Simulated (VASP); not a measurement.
**AlW: relaxation of cell and atoms with LDA**

AlW:

```
W Al
1.0
     0.01406    3.95806    3.78559
     3.95806    0.01406    3.78559
     3.97212    3.97212    0.00000
W Al
4 4
Direct
  0.00000 0.00000 0.00000
  0.00000 0.50000 0.00000
  0.00000 0.50000 0.50000
  0.50000 0.50000 0.50000
  0.00000 0.00000 0.50000
  0.50000 0.00000 0.00000
  0.50000 0.00000 0.50000
  0.50000 0.50000 0.00000
```

```
Program                : VASP 6.6.1
Task                   : relaxation of cell and atoms
Functional             : LDA
Potentials or basis    : VASP PAW LDA potentials, release 64 (W_sv, Al)
Cutoff                 : 600 eV
k mesh                 : 5 × 5 × 5
Occupations            : fermi-dirac, width 0.1 eV
Spin                   : no spin polarisation
Dipole correction      : no
Further INCAR settings : ALGO = Normal; EDIFF = 1e-06; IBRION = 2; EDIFFG = -0.02; NSW = 80; ISIF = 3
```

- Relaxed volume: 14.93 Å³/atom
- Relaxed cell: a = 5.490 Å, b = 5.490 Å, c = 5.631 Å, α = 59.15°, β = 59.15°, γ = 61.21°
- Space group after relaxing (to 0.05 Å): Imma (No. 74)
- Energy gained by relaxing: 0.5 meV/atom
- Ionic steps: 3
- Pressure after relaxing: 0.0 GPa
- Band gap on the k mesh: zero (band 34 reaches 10.99 eV, above the bottom of band 35 at 9.97 eV)

The path:
| step | energy change (eV) | largest force (eV/Å) | pressure (GPa) | volume (Å³) |
| --- | --- | --- | --- | --- |
| 1 | 0.0000 | 0.0000 | 1.56 | 118.61 |
| 2 | 0.0105 | 0.0000 | -2.83 | 121.10 |
| 3 | -0.0041 | 0.0000 | -0.02 | 119.47 |

Final structure:
```
W Al
1.0
     0.01461    3.96739    3.79498
     3.96739    0.01461    3.79498
     3.98200    3.98200    0.00000
W Al
4 4
Direct
  0.00000 0.00000 0.00000
  0.00000 0.50000 0.00000
  0.00000 0.50000 0.50000
  0.50000 0.50000 0.50000
  0.00000 0.00000 0.50000
  0.50000 0.00000 0.00000
  0.50000 0.00000 0.50000
  0.50000 0.50000 0.00000
```

Levels at points of the mesh, in eV from the Fermi level:
```csv
k point,band 32,band 33,band 34,band 35,band 36,band 37
"(0.00, 0.00, 0.00)",-0.98,-0.25,0.33,0.33,0.55,0.78
```

It took 5.7 min on 1 thread of Intel(R) Xeon(R) Platinum 8488C (Sapphire Rapids), on a shared host, peak memory 0.32 GiB.

Caveat: spin-orbit coupling is left out, which moves the levels of the heavy elements.
